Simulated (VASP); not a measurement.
# Si16C (a cell with a defect) in VASP: further runs

The runs below take Si16C (a cell with a defect) through single point, with PBE.

Program: VASP 6.6.1. These are calculated values, not measurements. Logs are shortened: lines on timing, memory, paths and dates and some standing lists are left out, and cuts for length are marked.

## Step 1: The cell of the first run

The cell holds a defect, 17 atoms: a = 7.679 Å, b = 7.679 Å, c = 7.679 Å, α = 60.00°, β = 60.00°, γ = 60.00°.

## Step 2: Single point, PBE, collinear spin

File INCAR:

```
PREC     = Accurate       # precision mode
ENCUT    = 520            # plane-wave cutoff, eV
EDIFF    = 1E-6           # SCF threshold, eV
ISMEAR   = -1             # smearing method
SIGMA    = 0.05           # smearing width, eV
LREAL    = Auto         
LASPH    = True           # aspherical terms in the spheres
NELM     = 150            # most SCF steps
ALGO     = Normal         # electronic algorithm
ISIF     = 2              # what is computed and relaxed
LWAVE    = False          # write WAVECAR
LCHARG   = False          # write CHGCAR
ISPIN    = 2              # spin polarisation
MAGMOM   = 0 0 0 0 0 0 0 0 0 0 0 0 0 0 0 0 1 # initial moments
LORBIT   = 11             # projections on sites
GGA      = PE             # functional
NBANDS   = 52             # bands
```

File KPOINTS:

```
regular mesh
0
Gamma
  2 2 2
```

File POSCAR:

```
Si16C
1.0
    0.0000000000      5.4300000000      5.4300000000
    5.4300000000      0.0000000000      5.4300000000
    5.4300000000      5.4300000000      0.0000000000
Si C
16 1
Direct
    0.0110681400     -0.0026703499      0.0030386740
    0.1414088398      0.1461786372      0.1177440147
   -0.0033885820      0.0739042357      0.4816574586
    0.1106537753      0.1739871087      0.6458655617
    0.0559116022      0.5304972376     -0.0375690608
    0.1286464088      0.6391436464      0.1589226519
   -0.0270810313      0.5634898711      0.5354051565
    0.1625506446      0.6773020258      0.6046869245
    0.5169244936      0.0007734807      0.0071639042
    0.6372283610      0.0922007366      0.1560681400
    0.5255709024      0.0001381215      0.5099355433
    0.6405340700      0.1474033149      0.6210497238
    0.4881952118      0.4705156538      0.0011233886
    0.6775966851      0.6314088398      0.0232504604
    0.5086372007      0.4865930018      0.4160405157
    0.5909208103      0.5209023941      0.6304972376
    0.6829097606      0.7279926335      0.5869981584
```

Potentials or basis: VASP PAW PBE potentials, release 64 (Si, C).

The run is started by

```sh
> cat potpaw_PBE.64/Si/POTCAR potpaw_PBE.64/C/POTCAR > POTCAR
> mpirun -np 1 vasp_std > vasp.out
```

OUTCAR:

```text
PREC = Accurate
   ENCUT = 520
   EDIFF = 1E-6
   ISMEAR = -1
   LREAL = Auto
   LASPH = True
   NELM = 150
   ISIF = 2
   ISPIN = 2
   LORBIT = 11
   GGA = PE

 ion  position               nearest neighbor table
   1  0.011  0.997  0.003-   6 2.26   4 2.27  10 2.35   2 2.47
   2  0.141  0.146  0.118-   3 2.30   9 2.36   5 2.43   1 2.47
   3  0.997  0.074  0.482-  12 2.25   2 2.30   4 2.39   8 2.50
   4  0.111  0.174  0.646-   1 2.27   3 2.39   7 2.45  11 2.61
   5  0.056  0.530  0.962-   8 2.25   6 2.42   2 2.43  14 2.45
   6  0.129  0.639  0.159-   1 2.26  13 2.33   7 2.38   5 2.42
   7  0.973  0.563  0.535-  17 1.88   8 2.38   6 2.38   4 2.45  16 2.80
   8  0.163  0.677  0.605-   5 2.25   7 2.38  15 2.38   3 2.50  16 2.96
   9  0.517  0.001  0.007-  10 2.27   2 2.36  12 2.42  14 2.43
  10  0.637  0.092  0.156-  11 2.23   9 2.27   1 2.35  13 2.40
  11  0.526  0.000  0.510-  17 1.77  10 2.23  12 2.35   4 2.61  16 3.14
  12  0.641  0.147  0.621-   3 2.25  15 2.27  11 2.35   9 2.42  16 2.73
  13  0.488  0.471  0.001-   6 2.33  10 2.40  16 2.41  14 2.43
  14  0.678  0.631  0.023-   9 2.43  13 2.43   5 2.45  15 2.49
  15  0.509  0.487  0.416-  16 2.20  12 2.27   8 2.38  14 2.49
  16  0.591  0.521  0.630-  17 1.87  15 2.20  13 2.41  12 2.73   7 2.80   8 2.96  11 3.14
  17  0.683  0.728  0.587-  11 1.77  16 1.87   7 1.88

  LATTYP: Found a face centered cubic cell.
 ALAT       =    10.8600000000

  Lattice vectors:

 A1 = (   0.0000000000,   5.4300000000,   5.4300000000)
 A2 = (   5.4300000000,   0.0000000000,   5.4300000000)
 A3 = (   5.4300000000,   5.4300000000,   0.0000000000)

Analysis of symmetry for initial positions (statically):
=====================================================================
 Subroutine PRICEL returns:
 Original cell was already a primitive cell.

 Routine SETGRP: Setting up the symmetry group for a
 face centered cubic supercell.

 Subroutine GETGRP returns: Found  1 space group operations
 (whereof  1 operations were pure point group operations)
 out of a pool of 48 trial point group operations.

The static configuration has the point symmetry C_1 .

Analysis of symmetry for dynamics (positions and initial velocities):
=====================================================================
 Subroutine PRICEL returns:
 Original cell was already a primitive cell.

 Routine SETGRP: Setting up the symmetry group for a
 face centered cubic supercell.

 Subroutine GETGRP returns: Found  1 space group operations
 (whereof  1 operations were pure point group operations)
 out of a pool of 48 trial point group operations.

The dynamic configuration has the point symmetry C_1 .

[... 169 lines left out ...]
  free energy    TOTEN  =       -89.76274083 eV

  energy without entropy =      -89.73374775  energy(sigma->0) =      -89.74824429

 E-fermi :   6.2044     XC(G=0):  -9.6022

 val. band max:        6.1933045122   @ k =   0.5000   0.5000   0.0000
 cond. band min:       6.4456937231   @ k =   0.0000   0.0000   0.5000
 fundamental gap:      0.2523892109
 Fermi energy:         6.2043784259

 spin component 1

 k-point     1 :       0.0000    0.0000    0.0000
  band No.  band energies     occupation
      1      -7.0481      1.00000
      2      -5.2483      1.00000
      3      -4.0968      1.00000
      4      -3.8906      1.00000
      5      -3.5035      1.00000
      6      -2.9067      1.00000
[... 381 lines left out ...]
     45       9.9175      0.00000
     46      10.2274      0.00000
 Fermi energy:         6.2043784259

 spin component 2

 k-point     1 :       0.0000    0.0000    0.0000
  band No.  band energies     occupation
      1      -7.0480      1.00000
      2      -5.2483      1.00000
      3      -4.0968      1.00000
      4      -3.8906      1.00000
      5      -3.5035      1.00000
      6      -2.9067      1.00000
[... 381 lines left out ...]
     45       9.9175      0.00000
     46      10.2275      0.00000
 [bands above 46 left out]

------------------------ aborting loop because EDIFF is reached ----------------------------------------

  FORCE on cell =-STRESS in cart. coord.  units (eV):
  Direction    XX          YY          ZZ          XY          YZ          ZX
  --------------------------------------------------------------------------------------
  -------------------------------------------------------------------------------------
  Total        0.3667828      5.0360129      7.9497191      3.0088852     -3.6571749     -1.2397542
  in kB        1.8352284     25.1981081     39.7770786     15.0552065    -18.2989778     -6.2032128
  external PRESSURE =      22.2701383 kB  Pullay stress =       0.0000000 kB

 VOLUME and BASIS-vectors are now :
 -----------------------------------------------------------------------------
  energy-cutoff  :      520.00
  volume of cell :      320.21
      direct lattice vectors                 reciprocal lattice vectors
     0.000000000  5.430000000  5.430000000    -0.092081031  0.092081031  0.092081031
     5.430000000  0.000000000  5.430000000     0.092081031 -0.092081031  0.092081031
     5.430000000  5.430000000  0.000000000     0.092081031  0.092081031 -0.092081031

 POSITION                                       TOTAL-FORCE (eV/Angst)
 -----------------------------------------------------------------------------------
      5.43200      0.07660      5.47560         1.507152      0.367558      0.564200
      1.43310      1.40720      1.56160        -0.410349     -0.815710      0.393965
      3.01670      8.02700      5.81290        -0.602317      1.700212      0.249119
      4.45180      4.10790      1.54560        -1.021977     -0.560130      0.631051
      8.10660      5.52960      3.18420         0.628859      0.545200     -1.658922
      4.33350      1.56150      4.16910        -0.839120     -0.058591     -0.643003
[... 9 lines left out ...]
      6.25210      6.63230      6.03720         1.677048      1.148999      0.731095
      7.14040      6.89560      7.66120        -1.614826      1.239262     -0.961185
 -----------------------------------------------------------------------------------
    total drift:                               -0.000102      0.008165     -0.001438

  FREE ENERGIE OF THE ION-ELECTRON SYSTEM (eV)
  ---------------------------------------------------
  free  energy   TOTEN  =       -89.7627408349 eV

  energy  without entropy=      -89.7337477503  energy(sigma->0) =      -89.74824429

 total charge

# of ion       s       p       d       tot
------------------------------------------
    1        0.745   0.962   0.000   1.707
    2        0.741   0.925   0.000   1.666
    3        0.747   0.941   0.000   1.688
    4        0.751   0.890   0.000   1.642
    5        0.753   0.906   0.000   1.658
    6        0.754   0.942   0.000   1.696
[... 9 lines left out ...]
   16        0.782   0.884   0.000   1.667
   17        0.885   1.566   0.000   2.451
--------------------------------------------------
tot         12.992  16.258   0.000  29.251

 magnetization (x)

# of ion       s       p       d       tot
------------------------------------------
    1       -0.000  -0.000   0.000  -0.000
    2        0.000   0.000   0.000   0.000
    3        0.000   0.000   0.000   0.000
    4        0.000   0.000   0.000   0.000
    5        0.000   0.000   0.000   0.000
    6        0.000   0.000   0.000   0.000
[... 9 lines left out ...]
   16        0.000   0.000   0.000   0.000
   17        0.000   0.000   0.000   0.000
--------------------------------------------------
tot          0.000   0.000   0.000   0.000
```

It took 19 min on 1 thread of Oxide Virtual Turin-like, shared host; peak memory 0.67 GiB.

Results:

```yaml
Free_energy: -89.7627 eV
Pressure: 2.2 GPa
Largest_force: 2.251 eV/Å
Band_gap_on_the_k_mesh: zero (filled and empty bands overlap)
Net_moment: 0.00 μB per cell
Valence_electrons_inside_the_program's_atomic_spheres: Si 1.71, 1.67, 1.69, 1.64, 1.66, 1.70, 1.63, 1.73, 1.61, 1.72 (each value once); C 2.45
```

Forces in eV/Å, atoms in the order of the input:
```
Si   1.507  0.368  0.564
Si  -0.410 -0.816  0.394
Si  -0.602  1.700  0.249
Si  -1.022 -0.560  0.631
Si   0.629  0.545 -1.659
Si  -0.839 -0.059 -0.643
Si   0.077 -0.104  0.129
Si  -0.507 -0.969  0.607
Si  -1.199 -0.768 -0.729
Si  -0.089 -0.551  1.279
Si   1.812 -0.301 -0.352
Si   0.519  0.311 -1.147
Si  -0.303  0.499  0.670
Si   0.616  0.281 -0.333
Si  -0.251 -1.964  0.569
Si   1.677  1.149  0.731
C   -1.615  1.239 -0.961
```

Caveat: the k points lie up to 0.50 Å⁻¹ apart; the atoms stand as in a frame of molecular dynamics.

## Step 3: Single point, PBE, collinear spin

File INCAR:

```
ALGO = Normal
EDIFF = 1E-6
ENCUT = 520
GGA = PE
ISIF = 2
ISMEAR = -1
ISPIN = 2
LASPH = T
LCHARG = F
LORBIT = 11
LREAL = Auto
LWAVE = F
MAGMOM = 0 0 0 0 0 0 0 0 0 0 0 0 0 0 0 0 1
NBANDS = 52
NELM = 150
PREC = Accurate
SIGMA = 0.05
```

File KPOINTS:

```
k-points
0
Gamma
  2 2 2
```

File POSCAR:

```
Si16C
1.0
    0.0000000000      5.4300000000      5.4300000000
    5.4300000000      0.0000000000      5.4300000000
    5.4300000000      5.4300000000      0.0000000000
Si C
16 1
Direct
   -0.0154511971      0.0172007366      0.0314548803
    0.1383793738      0.1334438306      0.1163720074
    0.0003314917      0.0830755064      0.4856169429
    0.1113627993      0.1941804788      0.6377348066
    0.0350000000      0.5106353591     -0.0051104972
    0.1244290976      0.6270810313      0.1722191529
   -0.0401657459      0.5800736648      0.5513812155
    0.1448895028      0.7061786372      0.6016114180
    0.5030294659     -0.0009300184     -0.0007090239
    0.6293554328      0.1053959484      0.1626519337
    0.4878084715      0.0238489871      0.5298158379
    0.6249539595      0.1418416206      0.6365193370
    0.4785174954      0.4643001842      0.0331583794
    0.6629281768      0.6203867403      0.0508471455
    0.4954051565      0.5103406998      0.4174309392
    0.5825230203      0.5281399632      0.6749723757
    0.6880202578      0.7596961326      0.5502117864
```

Potentials or basis: VASP PAW PBE potentials, release 64 (Si, C).

The run is started by

```sh
> cat potpaw_PBE.64/Si/POTCAR potpaw_PBE.64/C/POTCAR > POTCAR
> mpirun -np 1 vasp_std > vasp.out
```

It took 19 min on 1 thread of Oxide Virtual Turin-like, shared host; peak memory 0.68 GiB.

The run converged. Its results:

- Free energy: -89.5469 eV
- Pressure: 1.8 GPa
- Largest force: 2.379 eV/Å
- Band gap on the k mesh: zero (filled and empty bands overlap)
- Net moment: 0.00 μB per cell
- Valence electrons inside the program's atomic spheres: Si 1.71, 1.72, 1.67, 1.63, 1.66, 1.65, 1.70, 1.69, 1.73, 1.62 (each value once); C 2.42

Forces in eV/Å, atoms in the order of the input:
```
Si  -2.125 -0.059  0.343
Si   1.416  0.224  0.652
Si  -0.213  0.080 -0.615
Si   0.735  0.153 -1.057
Si  -0.030 -0.637  0.451
Si   0.709 -1.025 -0.355
Si  -0.608 -0.671  0.358
Si  -0.129  1.196 -0.355
Si  -0.013  1.467  0.048
Si  -0.109 -0.946 -1.429
Si  -0.476  0.050  0.285
Si   0.143 -0.443  1.618
Si   0.147 -0.008  0.827
Si   0.475  0.024  0.723
Si   1.300  0.990 -0.775
Si  -0.310 -1.255  1.304
C   -0.912  0.860 -2.021
```

Stress tensor (GPa, compression positive):
```
 0.64 -0.23 -0.70
-0.23  1.38  0.80
-0.70  0.80  3.24
```

Levels at points of the mesh, in eV from the Fermi level:
Spin up:
```csv
k point,band 31,band 32,band 33,band 34,band 35,band 36,band 37,band 38
"(0.00, 0.00, 0.00)",-1.07,-0.83,-0.63,-0.56,-0.28,0.11,0.40,0.42
"(0.50, 0.00, 0.00)",-1.35,-0.92,-0.84,-0.15,0.55,0.66,0.86,0.89
"(0.00, 0.50, 0.00)",-1.30,-1.14,-0.92,0.01,0.25,0.59,0.85,1.11
"(0.00, 0.00, 0.50)",-1.37,-1.05,-0.93,-0.15,0.02,0.51,0.78,1.22
"(0.50, 0.50, 0.50)",-1.11,-1.03,-0.75,-0.24,0.36,0.67,1.09,1.27
"(0.50, 0.50, 0.00)",-1.59,-1.35,-0.86,0.08,0.50,0.88,1.42,1.56
"(0.00, 0.50, 0.50)",-1.68,-1.47,-0.80,-0.69,0.64,0.99,1.23,1.68
"(0.50, 0.00, 0.50)",-1.65,-1.42,-1.15,-0.22,0.86,1.09,1.31,1.52
```
Spin down:
```csv
k point,band 31,band 32,band 33,band 34,band 35,band 36,band 37,band 38
"(0.00, 0.00, 0.00)",-1.07,-0.83,-0.63,-0.56,-0.28,0.11,0.40,0.42
"(0.50, 0.00, 0.00)",-1.35,-0.92,-0.84,-0.15,0.55,0.66,0.86,0.89
"(0.00, 0.50, 0.00)",-1.30,-1.14,-0.92,0.01,0.25,0.59,0.85,1.11
"(0.00, 0.00, 0.50)",-1.37,-1.05,-0.93,-0.15,0.02,0.51,0.78,1.22
"(0.50, 0.50, 0.50)",-1.11,-1.03,-0.75,-0.24,0.36,0.67,1.09,1.27
"(0.50, 0.50, 0.00)",-1.59,-1.35,-0.86,0.08,0.50,0.88,1.42,1.56
"(0.00, 0.50, 0.50)",-1.68,-1.47,-0.80,-0.69,0.64,0.99,1.23,1.68
"(0.50, 0.00, 0.50)",-1.65,-1.42,-1.15,-0.22,0.86,1.09,1.31,1.52
```

Caveat: the k points lie up to 0.50 Å⁻¹ apart; the atoms stand as in a frame of molecular dynamics.

The gap in the log of VASP goes by the Fermi energy; the results here count the filled bands.